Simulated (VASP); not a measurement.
Runs of VASP 6.6.1 on BaTe. The structure is that of space group Fm-3m (No. 225), or close to it. The cells are those of the table. 

| task | cell | cutoff (eV) | gap on the mesh (eV) | pressure (GPa) |
| --- | --- | --- | --- | --- |
| single point | a = 4.708 Å, angles 60.0°, 2 atoms | 520 | 1.48 | 8.6 |
| relaxation of cell and atoms | relaxed from a = 5.013 Å, angles 60.0°, 2 atoms | 600 | 1.95 | 0.0 |
| single point | a = 4.359 Å, angles 60.0°, 2 atoms | 520 | 0.57 | 31.3 |
| relaxation of cell and atoms | relaxed to 15 GPa from a = 4.584 Å, angles 60.0°, 2 atoms | 600 | 1.19 | 15.0 |
| relaxation of cell and atoms | relaxed to 60 GPa from a = 4.245 Å, angles 60.0°, 2 atoms | 600 | (c) | 60.0 |
| single point | a = 4.995 Å, angles 60.0°, 2 atoms | 520 | (a) | 0.3 |
| single point | a = 4.563 Å, angles 60.0°, 2 atoms | 520 | 1.15 | 15.8 |
| single point | a = 4.862 Å, angles 60.0°, 2 atoms | 520 | 1.75 | (b) |

Alike in all rows: level r2SCAN; potentials or basis VASP PAW PBE potentials, release 64 (Ba_sv, Te); no spin polarisation; k mesh 8 × 8 × 8; smearing gaussian 0.02 eV.

Task: Fill in the values left out.

Result: (a) 1.93; (b) 3.4; (c) none.

Caveats: the PAW data sets were made with another functional, which shifts forces and pressure a little; spin-orbit coupling is left out, which moves the levels of the heavy elements; the cell is relaxed towards a set pressure, so the enthalpy falls and the energy may rise (some runs).

A k mesh can miss the band edges, and the runs leave out spin-orbit coupling on Ba, Te.
